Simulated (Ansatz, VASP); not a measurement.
## Two plane-wave programs on MgF2

Contents of INCAR:

```
PREC     = Accurate       # precision mode
ENCUT    = 600            # plane-wave cutoff, eV
EDIFF    = 1E-7           # SCF threshold, eV
ISMEAR   = 0              # smearing method
SIGMA    = 0.02           # smearing width, eV
LREAL    = False          # projectors in reciprocal space
LASPH    = True           # aspherical terms in the spheres
NELM     = 120            # most SCF steps
ALGO     = Normal         # electronic algorithm
ISIF     = 3              # what is computed and relaxed
LWAVE    = False          # write WAVECAR
LCHARG   = False          # write CHGCAR
GGA      = PE             # functional
IBRION   = 2              # ionic algorithm
NSW      = 100            # ionic steps
EDIFFG   = -0.005         # ionic threshold
GGA_COMPAT= False        
NELMIN   = 4
```

File KPOINTS:

```
Automatic mesh
0
Gamma
  6 6 8
```

The input POSCAR:

```
MgF2
1.0
    4.6151966100      0.0000000000      0.0000000000
    0.0000000000      4.6151966100      0.0000000000
    0.0000000000      0.0000000000      3.0477835100
Mg F
2 4
Direct
    0.5000000000      0.5000000000      0.5000000000
    0.0000000000      0.0000000000      0.0000000000
    0.6970798600      0.6970798600      0.0000000000
    0.8029201400      0.1970798600      0.5000000000
    0.3029201400      0.3029201400      0.0000000000
    0.1970798600      0.8029201400      0.5000000000
```

Input for Ansatz:

```yaml
crystal:
  lattice:
    - [4.61519661, 0.0, 0.0]
    - [0.0, 4.61519661, 0.0]
    - [0.0, 0.0, 3.04778351]
  atoms:
    - { symbol: Mg, position: [0.5, 0.5, 0.5] }
    - { symbol: Mg, position: [0.0, 0.0, 0.0] }
    - { symbol: F, position: [0.69707986, 0.69707986, 0.0] }
    - { symbol: F, position: [0.80292014, 0.19707986, 0.5] }
    - { symbol: F, position: [0.30292014, 0.30292014, 0.0] }
    - { symbol: F, position: [0.19707986, 0.80292014, 0.5] }
basis:
  ecutwfc: 420
kpoints:
  mp_grid: { grid: [6, 6, 8] }
hamiltonian:
  xc: pbe
scf:
  occupations: { method: gaussian, width: 0.02 }
output:
  forces: true
  stress: true
  eigenvalues: true
relax:
  adjacent_minimum: "off"
  f_tol: 0.005
  max_steps: 80
  cell: { stress_tol: 0.05 }
```

Alike in both runs: task relaxation of cell and atoms; functional PBE; k mesh 6 × 6 × 8; occupations gaussian, width 0.02 eV; no spin polarisation.

|  | VASP | Ansatz |
| --- | --- | --- |
| version | VASP 6.6.1 | Ansatz 0.2.0 |
| potentials or method | VASP PAW PBE potentials, release 64 (Mg, F), cutoff 600 eV | scalar-relativistic, plane waves, PAW |
| valence electrons in the cell | 32 | 48 |

|  | VASP | Ansatz | Ansatz less VASP |
| --- | --- | --- | --- |
| gap on the k mesh at the Fermi level, each at its own relaxed structure (eV) | 6.86 | 6.84 | -0.025 |
| relaxed volume (Å³/atom) | 11.26 | 11.38 | +0.112 |
| relaxed cell length with the largest relative difference (Å) | 4.681 | 4.698 | +0.0162 |

VASP's potentials hold 32 valence electrons a cell and Ansatz's 48, so a difference there can come from the potentials and not from the codes.
